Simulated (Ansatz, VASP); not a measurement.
**One calculation of F, two programs**

```xyz
6
Lattice="-1.8251 1.8251 6.4607 1.8251 -1.8251 6.4607 1.8251 1.8251 -6.4607" Properties=species:S:1:pos:R:3 pbc="T T T"
F     0.0000    0.0000    9.4916
F     0.0000    1.8251   -0.1994
F     0.0000    1.8251    6.6601
F     0.0000    0.0000    3.4298
F     0.0000    0.0000    0.0000
F     0.0000    1.8251    3.2303
```

Alike in both runs: functional PBE; k mesh 10 × 10 × 10; occupations gaussian, width 0.1 eV; no spin polarisation.

Ansatz relaxed the structure, and its values are those at the end. VASP's run is a single point on that final structure, the one shown.

```csv
,VASP,Ansatz
version,VASP 6.6.1,Ansatz 0.2.0
potentials or method,"VASP PAW PBE potentials, release 64 (F), cutoff 520 eV","scalar-relativistic, plane waves, PAW"
valence electrons in the cell,42,42
```

```csv
,VASP,Ansatz,Ansatz less VASP
gap on the k mesh at the Fermi level (eV),none,none,-
pressure (GPa),-0.3,0.1,+0.40
```

A gap of «none» marks a metal or a gap that the smearing closes. With one functional, cell and mesh, what is left measures potentials, basis and numerics.
